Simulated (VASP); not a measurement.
# NaH in VASP: notebook

Runs on NaH. Level: PBEsol. Tasks: relaxation of the atoms, single point.

Program: VASP 6.6.1. These are calculated values, not measurements. Logs are shortened: lines on timing, memory, paths and dates and some standing lists are left out, and cuts for length are marked.

## Step 1: The cell of the first run

It takes space group R-3m (No. 166, trigonal). Conventional cell: a = 3.396 Å, b = 3.396 Å, c = 8.257 Å, α = 90.00°, β = 90.00°, γ = 120.00°. Within 3.2 Å of Na (site symmetry -3m) lie 6 H at 2.40 Å. H (site symmetry -3m) has 6 Na at 2.40 Å within 3.2 Å.

## Step 2: Relaxation of the atoms, PBEsol (equal xy, yz and zx engineering shears of -0.5 %)

Contents of INCAR:

```
  PREC = Accurate
  ENCUT = 520
  EDIFF = 1E-6
  ISMEAR = 0
  SIGMA = 0.01
  LREAL = False
  LASPH = True
  NELM = 80
  ALGO = Normal
  ISIF = 2
  LWAVE = False
  LCHARG = False
  GGA = PS
  IBRION = 2
  NSW = 50
  EDIFFG = -0.002
```

Contents of KPOINTS:

```
regular mesh
0
Gamma
  8 8 8
```

Contents of POSCAR:

```
NaH
1.0
   -0.0119783843      2.3896876641      2.3896876641
    2.3896876641     -0.0119783843      2.3896876641
    2.3896876641      2.3896876641     -0.0119783843
Na H
1 1
Direct
    0.0000000000      0.0000000000      0.0000000000
    0.5000000000      0.5000000000      0.5000000000
```

Potentials or basis: VASP PAW PBE potentials, release 64 (Na_pv, H).

Run with:

```bash
> cat potpaw_PBE.64/Na_pv/POTCAR potpaw_PBE.64/H/POTCAR > POTCAR
> mpirun -np 1 vasp_std > vasp.out
```

OUTCAR:

```text
PREC = Accurate
   ENCUT = 520
   EDIFF = 1E-6
   ISMEAR = 0
   LREAL = False
   LASPH = True
   NELM = 80
   ISIF = 2
   GGA = PS
   IBRION = 2
   NSW = 50
   EDIFFG = -0.002

 ion  position               nearest neighbor table
   1  0.000  0.000  0.000-
   2  0.500  0.500  0.500-

  LATTYP: Found a trigonal (rhomboedric) cell.
 ALAT       =     3.3795499324
 COS(alpha) =     0.4949812503

  Lattice vectors:

 A1 = (  -0.0119783843,   2.3896876641,   2.3896876641)
 A2 = (   2.3896876641,  -0.0119783843,   2.3896876641)
 A3 = (   2.3896876641,   2.3896876641,  -0.0119783843)

Analysis of symmetry for initial positions (statically):
=====================================================================
 Subroutine PRICEL returns:
 Original cell was already a primitive cell.

 Routine SETGRP: Setting up the symmetry group for a
 trigonal (rhombohedral) supercell.

 Subroutine GETGRP returns: Found 12 space group operations
 (whereof 12 operations were pure point group operations)
 out of a pool of 12 trial point group operations.

The static configuration has the point symmetry D_3d.

Analysis of symmetry for dynamics (positions and initial velocities):
=====================================================================
 Subroutine PRICEL returns:
 Original cell was already a primitive cell.

 Routine SETGRP: Setting up the symmetry group for a
 trigonal (rhombohedral) supercell.

 Subroutine GETGRP returns: Found 12 space group operations
 (whereof 12 operations were pure point group operations)
 out of a pool of 12 trial point group operations.

The dynamic configuration has the point symmetry D_3d.

 Subroutine INISYM returns: Found 12 space group operations
 (whereof 12 operations are pure point group operations),
 and found     1 'primitive' translations

----------------------------------------------------------------------------------------

                                     Primitive cell

  volume of cell :      27.4983

  direct lattice vectors                    reciprocal lattice vectors
    -0.011978384  2.389687664  2.389687664    -0.207665724  0.208711899  0.208711899
     2.389687664 -0.011978384  2.389687664     0.208711899 -0.207665724  0.208711899
     2.389687664  2.389687664 -0.011978384     0.208711899  0.208711899 -0.207665724

  length of vectors
     3.379549932  3.379549932  3.379549932     0.360896614  0.360896614  0.360896614

  position of ions in fractional coordinates (direct lattice)
     0.000000000  0.000000000  0.000000000
     0.500000000  0.500000000  0.500000000

  ion indices of the primitive-cell ions
   primitive index   ion index
                 1           1
                 2           2

----------------------------------------------------------------------------------------

 KPOINTS: regular mesh

Automatic generation of k-mesh.
 Grid dimensions read from file:
 generate k-points for:    8    8    8

 Generating k-lattice:

  Cartesian coordinates                     Fractional coordinates (reciprocal lattice)
    -0.025958215  0.026088987  0.026088987     0.125000000 -0.000000000 -0.000000000
     0.026088987 -0.025958215  0.026088987    -0.000000000  0.125000000 -0.000000000
     0.026088987  0.026088987 -0.025958215    -0.000000000 -0.000000000  0.125000000

  Length of vectors
     0.045112077  0.045112077  0.045112077

  Shift w.r.t. Gamma in fractional coordinates (k-lattice)
     0.000000000  0.000000000  0.000000000

 Subroutine IBZKPT returns following result:
 ===========================================

 Found     65 irreducible k-points:

 Following reciprocal coordinates:
            Coordinates               Weight
  0.000000  0.000000  0.000000      1.000000
  0.125000  0.000000 -0.000000      6.000000
  0.250000  0.000000 -0.000000      6.000000
  0.375000 -0.000000 -0.000000      6.000000
  0.500000  0.000000 -0.000000      3.000000
  0.125000  0.125000  0.000000      6.000000
[... 16 lines left out ...]
  0.250000  0.125000  0.125000      6.000000
  0.375000  0.125000  0.125000      6.000000
 [... further k-points ...]
   k-points           NKPTS =     65   k-points in BZ     NKDIM =     65   number of bands    NBANDS=      8
   number of dos      NEDOS =    301   number of ions     NIONS =      2
   total plane-waves  NPLWV =  21952
   dimension x,y,z NGX =    28 NGY =   28 NGZ =   28
   dimension x,y,z NGXF=    56 NGYF=   56 NGZF=   56
   ions per type =               1   1
   NGX,Y,Z   is equivalent  to a cutoff of  13.77, 13.77, 13.77 a.u.
   NGXF,Y,Z  is equivalent  to a cutoff of  27.55, 27.55, 27.55 a.u.
 SYSTEM =  unknown system
   PREC   = accura    normal or accurate (medium, high low for compatibility)
   ISTART =      0    job   : 0-new  1-cont  2-samecut
   ICHARG =      2    charge: 1-file 2-atom 10-const
   ISPIN  =      1    spin polarized calculation?
   LNONCOLLINEAR =      F non collinear calculations
   LSORBIT =      F    spin-orbit coupling
   LASPH  =      T    aspherical Exc in radial PAW
   ENCUT  =  520.0 eV  38.22 Ry    6.18 a.u.   6.28  6.28  6.28*2*pi/ulx,y,z
   NELM   =     80;   NELMIN=  2; NELMDL= -5     # of ELM steps
   EDIFF  = 0.1E-05   stopping-criterion for ELM
   LREAL  =      F    real-space projection
   EDIFFG = -.2E-02   stopping-criterion for IOM
   NSW    =     50    number of steps for IOM
   IBRION =      2    ionic relax: 0-MD 1-quasi-New 2-CG
   NFREE  =      1    steps in history (QN), initial steepest desc. (CG)
   ISIF   =      2    stress and relaxation
   ISYM   =      2    0-nonsym 1-usesym 2-fastsym
   POTIM  = 0.5000    time-step for ionic-motion
   TEBEG  =    0.0;   TEEND  =   0.0 temperature during run
   PSTRESS=    0.0 pullay stress
   NELECT =       8.0000    total number of electrons
   NUPDOWN=      -1.0000    fix difference up-down
   EMIN   =  10.00;   EMAX   =-10.00  energy-range for DOS
   EFERMI =   0.00;   METHOD = LEGACY
   ISMEAR =     0;   SIGMA  =   0.01  broadening in eV -4-tet -1-fermi 0-gaus
   EFERMI_NEDOS =   21; number of points for ismear=-14 and -15
   IALGO  =     38    algorithm
   IMIX   =      4    mixing-type and parameters
     AMIX     =   0.40;   BMIX     =  1.00
     AMIX_MAG =   1.60;   BMIX_MAG =  1.00
  volume/ion in A,a.u.               =      13.75        92.78
  Fermi-wavevector in a.u.,A,eV,Ry     =   1.084766  2.049910 16.010204  1.176717
  Thomas-Fermi vector in A             =   2.220864
   LORBIT       =      0    0 simple, 1 ext, 2 COOP (PROOUT), +10 PAW based schemes
   GGA     = PS    functional components
   LHFCALC =     F    Hartree Fock is set to
   AEXX    =    0.0000 exact exchange contribution
   IVDW    =     0    specifies the selected vdW correction
   LEPSILON=     F    determine dielectric tensor
   LRPA    =     F    only Hartree local field effects (RPA)
 conjugate gradient relaxation of ions
 non-spin polarized calculation
 Gauss-broadening in eV      SIGMA  =   0.01
  energy-cutoff  :      520.00
  volume of cell :       27.50
 maximum number of plane-waves:       754
 NGX is ok and might be reduce to    28
   NGX = 13   NGY = 13   NGZ = 13

 number of electron       7.9999992 magnetization

 Free energy of the ion-electron system (eV)
  ---------------------------------------------------
  ext. energy  EPLUGINS =         0.00000000
  ---------------------------------------------------
  free energy    TOTEN  =        -5.08577190 eV

  energy without entropy =       -5.08577190  energy(sigma->0) =       -5.08577190

 E-fermi :  -0.8965     XC(G=0):  -7.9781

 val. band max:       -1.0111237010   @ k =  -0.2500   0.5000   0.2500
 cond. band min:       2.5783460698   @ k =   0.5000   0.0000  -0.0000
 fundamental gap:      3.5894697708
 Fermi energy:        -0.8965475295

 k-point     1 :       0.0000    0.0000    0.0000
  band No.  band energies     occupation
      1     -22.9674      2.00000
      2     -22.9664      2.00000
      3     -22.9664      2.00000
      4      -4.8092      2.00000
      5       9.6292      0.00000
      6      14.5165      0.00000
      7      14.5165      0.00000
      8      14.6989      0.00000

 k-point     2 :       0.1250    0.0000   -0.0000
  band No.  band energies     occupation
      1     -22.9821      2.00000
      2     -22.9692      2.00000
      3     -22.9681      2.00000
      4      -4.5328      2.00000
      5       8.6680      0.00000
      6      11.9370      0.00000
      7      13.7521      0.00000
      8      13.8990      0.00000

 k-point     3 :       0.2500    0.0000   -0.0000
  band No.  band energies     occupation
      1     -23.0195      2.00000
      2     -22.9737      2.00000
      3     -22.9724      2.00000
      4      -3.7456      2.00000
      5       6.1957      0.00000
      6      10.5345      0.00000
      7      12.9719      0.00000
      8      13.0964      0.00000

 k-point     4 :       0.3750   -0.0000   -0.0000
  band No.  band energies     occupation
      1     -23.0563      2.00000
      2     -22.9782      2.00000
      3     -22.9766      2.00000
      4      -2.6347      2.00000
      5       3.7480      0.00000
      6       9.9725      0.00000
      7      12.5046      0.00000
      8      12.6095      0.00000

 k-point     5 :       0.5000    0.0000   -0.0000
  band No.  band energies     occupation
      1     -23.0714      2.00000
      2     -22.9801      2.00000
      3     -22.9784      2.00000
      4      -1.9328      2.00000
      5       2.5783      0.00000
      6       9.8119      0.00000
      7      12.3506      0.00000
      8      12.4473      0.00000
[... 177 lines left out ...]
 k-point    22 :       0.1250    0.1250    0.1250
  band No.  band energies     occupation
      1     -22.9834      2.00000
      2     -22.9683      2.00000
      3     -22.9683      2.00000
      4      -4.5289      2.00000
      5       8.7170      0.00000
      6      12.0009      0.00000
      7      13.7336      0.00000
      8      13.7336      0.00000

 k-point    23 :       0.2500    0.1250    0.1250
  band No.  band energies     occupation
      1     -23.0018      2.00000
      2     -22.9775      2.00000
      3     -22.9690      2.00000
      4      -4.0811      2.00000
      5       7.5697      0.00000
      6       9.9832      0.00000
      7      13.1532      0.00000
      8      14.5786      0.00000

 k-point    24 :       0.3750    0.1250    0.1250
  band No.  band energies     occupation
      1     -23.0335      2.00000
      2     -22.9868      2.00000
      3     -22.9732      2.00000
      4      -3.1772      2.00000
      5       5.4118      0.00000
      6       8.5966      0.00000
      7      12.9773      0.00000
      8      13.2055      0.00000

 [... further k-points ...]

------------------------ aborting loop because EDIFF is reached ----------------------------------------

  FORCE on cell =-STRESS in cart. coord.  units (eV):
  Direction    XX          YY          ZZ          XY          YZ          ZX
  --------------------------------------------------------------------------------------
  -------------------------------------------------------------------------------------
  Total       -0.0020213     -0.0020213     -0.0020213      0.0189579      0.0189579      0.0189579
  in kB       -0.1177709     -0.1177709     -0.1177709      1.1045747      1.1045747      1.1045747
  external PRESSURE =      -0.1177709 kB  Pullay stress =       0.0000000 kB

 VOLUME and BASIS-vectors are now :
 -----------------------------------------------------------------------------
  energy-cutoff  :      520.00
  volume of cell :       27.50
      direct lattice vectors                 reciprocal lattice vectors
    -0.011978384  2.389687664  2.389687664    -0.207665724  0.208711899  0.208711899
     2.389687664 -0.011978384  2.389687664     0.208711899 -0.207665724  0.208711899
     2.389687664  2.389687664 -0.011978384     0.208711899  0.208711899 -0.207665724

 POSITION                                       TOTAL-FORCE (eV/Angst)
 -----------------------------------------------------------------------------------
      0.00000      0.00000      0.00000         0.000000      0.000000      0.000000
      2.38370      2.38370      2.38370        -0.000000     -0.000000     -0.000000
 -----------------------------------------------------------------------------------
    total drift:                               -0.000000     -0.000000     -0.000000

  FREE ENERGIE OF THE ION-ELECTRON SYSTEM (eV)
  ---------------------------------------------------
  free  energy   TOTEN  =        -5.0857719033 eV

  energy  without entropy=       -5.0857719033  energy(sigma->0) =       -5.08577190

 reached required accuracy - stopping structural energy minimisation
```

It took 19 s on 1 thread of Intel Xeon 8259CL, shared host; peak memory 0.16 GiB.

Results:

```yaml
Free_energy: -5.0858 eV
Pressure_after_relaxing: 0.0 GPa
Band_gap_on_the_k_mesh: 3.59 eV (least direct gap 4.51 eV)
```

Final structure:
```
CELL_PARAMETERS angstrom
-0.01198 2.38969 2.38969
2.38969 -0.01198 2.38969
2.38969 2.38969 -0.01198
ATOMIC_POSITIONS crystal
Na 0.00000 0.00000 0.00000
H 0.50000 0.50000 0.50000
```

Caveat: the cell differs from its parent crystal (equal xy, yz and zx engineering shears of -0.5 %); the relaxation stopped at its first step, so nothing moved; the PAW data sets were made with another functional, which shifts forces and pressure a little.

[end of part 1 of 2]
